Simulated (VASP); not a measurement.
# MgS in VASP: a series of runs, part 2 of 2

VASP 6.6.1.

**5. Single point, PBEsol (strain -0.030 along x and y, -0.015 along z)**

Input file INCAR:

```
SYSTEM = MgS
PREC = Accurate ; ENCUT = 520
EDIFF = 1E-6 ; ISMEAR = 0
SIGMA = 0.05 ; LREAL = .FALSE.
LASPH = .TRUE. ; NELM = 100
ALGO = Normal ; ISIF = 2
LWAVE = .FALSE. ; LCHARG = .FALSE.
GGA = PS ; NBANDS = 11
```

Input file KPOINTS:

```
regular mesh
0
G
  8 8 8
  0 0 0
```

Input file POSCAR:

```
MgS
1.0
    0.0000000000      2.5236005000      2.5626252500
    2.5236005000      0.0000000000      2.5626252500
    2.5236005000      2.5236005000      0.0000000000
Mg S
1 1
Direct
    0.0000000000      0.0000000000      0.0000000000
    0.5000000000      0.5000000000      0.5000000000
```

Potentials or basis: VASP PAW PBE potentials, release 64 (Mg, S).

The run is started by

```console
> cat potpaw_PBE.64/Mg/POTCAR potpaw_PBE.64/S/POTCAR > POTCAR
> mpirun -np 1 vasp_std > vasp.out
```

OUTCAR:

```text
SYSTEM = MgS
   PREC = Accurate
   ENCUT = 520
   EDIFF = 1E-6
   ISMEAR = 0
   LREAL = .FALSE.
   LASPH = .TRUE.
   NELM = 100
   ISIF = 2
   GGA = PS

 ion  position               nearest neighbor table
   1  0.000  0.000  0.000-   2 2.52   2 2.52   2 2.52   2 2.52   2 2.56   2 2.56
   2  0.500  0.500  0.500-   1 2.52   1 2.52   1 2.52   1 2.52   1 2.56   1 2.56

  LATTYP: Found a body centered tetragonal cell.
 ALAT       =     3.5689100531
 C/A-ratio  =     1.4360828443

  Lattice vectors:

 A1 = (  -2.5236005000,   0.0000000000,   2.5626252500)
 A2 = (   2.5236005000,   0.0000000000,   2.5626252500)
 A3 = (   0.0000000000,   2.5236005000,  -2.5626252500)

Analysis of symmetry for initial positions (statically):
=====================================================================
 Subroutine PRICEL returns:
 Original cell was already a primitive cell.

 Routine SETGRP: Setting up the symmetry group for a
 body centered tetragonal supercell.

 Subroutine GETGRP returns: Found 16 space group operations
 (whereof 16 operations were pure point group operations)
 out of a pool of 16 trial point group operations.

The static configuration has the point symmetry D_4h.

Analysis of symmetry for dynamics (positions and initial velocities):
=====================================================================
 Subroutine PRICEL returns:
 Original cell was already a primitive cell.

 Routine SETGRP: Setting up the symmetry group for a
 body centered tetragonal supercell.

 Subroutine GETGRP returns: Found 16 space group operations
 (whereof 16 operations were pure point group operations)
 out of a pool of 16 trial point group operations.

The dynamic configuration has the point symmetry D_4h.

 Subroutine INISYM returns: Found 16 space group operations
 (whereof 16 operations are pure point group operations),
 and found     1 'primitive' translations

----------------------------------------------------------------------------------------

                                     Primitive cell

[... 113 lines left out ...]
  Thomas-Fermi vector in A             =   2.158309
   LORBIT       =      0    0 simple, 1 ext, 2 COOP (PROOUT), +10 PAW based schemes
   GGA     = PS    functional components
   LHFCALC =     F    Hartree Fock is set to
   AEXX    =    0.0000 exact exchange contribution
   IVDW    =     0    specifies the selected vdW correction
   LEPSILON=     F    determine dielectric tensor
   LRPA    =     F    only Hartree local field effects (RPA)
 non-spin polarized calculation
 Gauss-broadening in eV      SIGMA  =   0.05
  energy-cutoff  :      520.00
  volume of cell :       32.64
 maximum number of plane-waves:       899
   NGX = 13   NGY = 13   NGZ = 13

 number of electron       8.0000000 magnetization

 Free energy of the ion-electron system (eV)
  ---------------------------------------------------
  ext. energy  EPLUGINS =         0.00000000
  ---------------------------------------------------
  free energy    TOTEN  =        -9.03859604 eV

  energy without entropy =       -9.03859604  energy(sigma->0) =       -9.03859604

 E-fermi :   4.7118     XC(G=0): -10.1548

 val. band max:        4.4263247445   @ k =   0.0000   0.0000   0.0000
 cond. band min:       7.2135830222   @ k =   0.5000   0.0000   0.5000
 fundamental gap:      2.7872582777
 Fermi energy:         4.7117813635

 k-point     1 :       0.0000    0.0000    0.0000
  band No.  band energies     occupation
      1      -8.7603      2.00000
      2       4.3623      2.00000
      3       4.3623      2.00000
      4       4.4263      2.00000
      5       8.5998      0.00000
      6      12.0677      0.00000
      7      12.2351      0.00000
      8      12.2351      0.00000
      9      14.6576      0.00000
     10      14.8845      0.00000
     11      16.8539      0.00000
[... 309 lines left out ...]
 k-point    24 :       0.3750    0.0000    0.1250
  band No.  band energies     occupation
      1      -7.5990      2.00000
      2       0.2712      2.00000
      3       3.3405      2.00000
      4       3.4613      2.00000
      5       9.6795      0.00000
      6      11.1355      0.00000
      7      12.4610      0.00000
      8      12.8832      0.00000
      9      16.2577      0.00000
     10      17.4284      0.00000
     11      17.6597      0.00000

 [... further k-points ...]
[... 5 lines left out ...]
  --------------------------------------------------------------------------------------
  -------------------------------------------------------------------------------------
  Total        1.2849556      1.2849556      0.8112950      0.0000000      0.0000000      0.0000000
  in kB       63.0728399     63.0728399     39.8229157      0.0000000      0.0000000      0.0000000
  external PRESSURE =      55.3228651 kB  Pullay stress =       0.0000000 kB

 VOLUME and BASIS-vectors are now :
 -----------------------------------------------------------------------------
  energy-cutoff  :      520.00
  volume of cell :       32.64
      direct lattice vectors                 reciprocal lattice vectors
     0.000000000  2.523600500  2.562625250    -0.198129617  0.198129617  0.195112415
     2.523600500  0.000000000  2.562625250     0.198129617 -0.198129617  0.195112415
     2.523600500  2.523600500  0.000000000     0.198129617  0.198129617 -0.195112415

 POSITION                                       TOTAL-FORCE (eV/Angst)
 -----------------------------------------------------------------------------------
      0.00000      0.00000      0.00000        -0.000000     -0.000000      0.000000
      2.52360      2.52360      2.56263         0.000000      0.000000     -0.000000
 -----------------------------------------------------------------------------------
    total drift:                                0.000000      0.000000      0.000000

  FREE ENERGIE OF THE ION-ELECTRON SYSTEM (eV)
  ---------------------------------------------------
  free  energy   TOTEN  =        -9.0385960355 eV

  energy  without entropy=       -9.0385960355  energy(sigma->0) =       -9.03859604
```

Run time: 16 s. Hardware: 1 thread of Intel Xeon 6975P-C, shared host; peak memory 0.17 GiB.

Results:

| Property | Result |
| --- | --- |
| Free energy | -9.0386 eV |
| Pressure | 5.5 GPa |
| Band gap on the k mesh | 2.79 eV, indirect (least direct gap 4.17 eV) |

Levels at points of the mesh, in eV from the valence-band top:
```
           k point  band 1  band 2  band 3  band 4  band 5  band 6  band 7  band 8
(0.00, 0.00, 0.00)  -13.19   -0.06   -0.06    0.00    4.17    7.64    7.81    7.81
(0.50, 0.00, 0.00)  -11.65   -5.36   -0.76   -0.71    4.46    6.78    6.96   10.84
(0.50, 0.50, 0.00)  -11.26   -4.74   -1.88   -1.88    2.88    3.99   12.49   12.97
(0.50, 0.00, 0.50)  -11.19   -4.71   -2.02   -1.89    2.79    3.93   12.64   13.00
```

Caveat: the cell differs from its parent crystal (strain -0.030 along x and y, -0.015 along z); the PAW data sets were made with another functional, which shifts forces and pressure a little.

**6. Overview**

| cell | gap on the mesh (eV) | pressure (GPa) |
| --- | --- | --- |
| a = 3.734 Å, angles 60.0°, 2 atoms | 2.61 | -4.2 |
| a = 3.790 Å, angles 60.0°, 2 atoms | 2.52 | -6.6 |
| a = 3.625, b = 3.625, c = 3.569 Å, angles 60.5, 60.5, 59.0°, 2 atoms | 2.70 | 4.2 |
| a = 3.597, b = 3.597, c = 3.569 Å, angles 60.3, 60.3, 59.5°, 2 atoms | 2.79 | 5.5 |

Alike in all rows: task single point; level PBEsol; potentials or basis VASP PAW PBE potentials, release 64 (Mg, S); no spin polarisation; k mesh 8 × 8 × 8; cutoff (eV) 520; smearing gaussian 0.05 eV.

Caveats: the PAW data sets were made with another functional, which shifts forces and pressure a little.

Total energies depend on the potentials used, so only differences within one code and one set of settings carry meaning.
